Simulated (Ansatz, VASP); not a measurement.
This is a calculation of I for VASP 6.6.1.

INCAR

```
SYSTEM = I
PREC = Accurate
ENCUT = 520
EDIFF = 1E-6
ISMEAR = -1
SIGMA = 0.05
LREAL = .False.
LASPH = .True.
NELM = 80
ALGO = Normal
ISIF = 2
LWAVE = .False.
LCHARG = .True.
GGA = B5
ALDAX = 1.0
AGGAX = 1.0
AGGAC = 1.0
ALDAC = 0.0
LELF = .True.
LVHAR = .True.
NBANDS = 10
```

File KPOINTS:

```
Automatic mesh
0
Gamma
  9 9 9
  0 0 0
```

Contents of POSCAR:

```
I
1.0
    0.0000000000      2.3812671275      3.9357338680
    2.2067640717      0.0000000000      3.9357338680
    2.2067640717      2.3812671275      0.0000000000
I
1
Direct
    0.0000000000      0.0000000000      0.0000000000
```

Potentials or basis: VASP PAW PBE potentials, release 64 (I).

Run with:

```sh
$ cat potpaw_PBE.64/I/POTCAR > POTCAR
$ mpirun -np 1 vasp_std > vasp.out
```

**Question.** Translate it to Ansatz 0.2.0. Potentials there: Ansatz PAW.

**Answer.** As run (the cutoff follows the program's own potentials):

input.yaml

```yaml
crystal:
  lattice:
    - [0.0, 2.3812671275, 3.935733868]
    - [2.2067640717, 0.0, 3.935733868]
    - [2.2067640717, 2.3812671275, 0.0]
  atoms:
    - { symbol: I, position: [0.0, 0.0, 0.0] }
hamiltonian:
  xc: blyp
  pseudopotentials: { kind: paw }
kpoints:
  mp_grid: { grid: [9, 9, 9] }
scf:
  occupations: { method: fermi_dirac, width: 0.05 }
output:
  forces: true
  stress: true
  eigenvalues: true
```

Potentials or basis: Ansatz PAW.

The run is started by

```sh
$ ansatz run input.yaml --threads 2 --pin off --max-ram 5120MiB --backend cpu --events-out ev --progress --plain --runs-dir out
```

Both were run:

|  | VASP | Ansatz | Ansatz less VASP |
| --- | --- | --- | --- |
| gap on the k mesh at the Fermi level (eV) | none | none | - |
| pressure (GPa) | 2.5 | 2.4 | -0.06 |
| traceless stress, the component that is largest in VASP (GPa) | -0.53 | -0.48 | +0.056 |

VASP's potentials were made for PBE, not for BLYP. A gap of «none» marks a metal or a gap that the smearing closes. VASP's potentials hold 7 valence electrons a cell and Ansatz's 17, so a difference there can come from the potentials and not from the codes.

Neither program's run includes spin-orbit coupling.
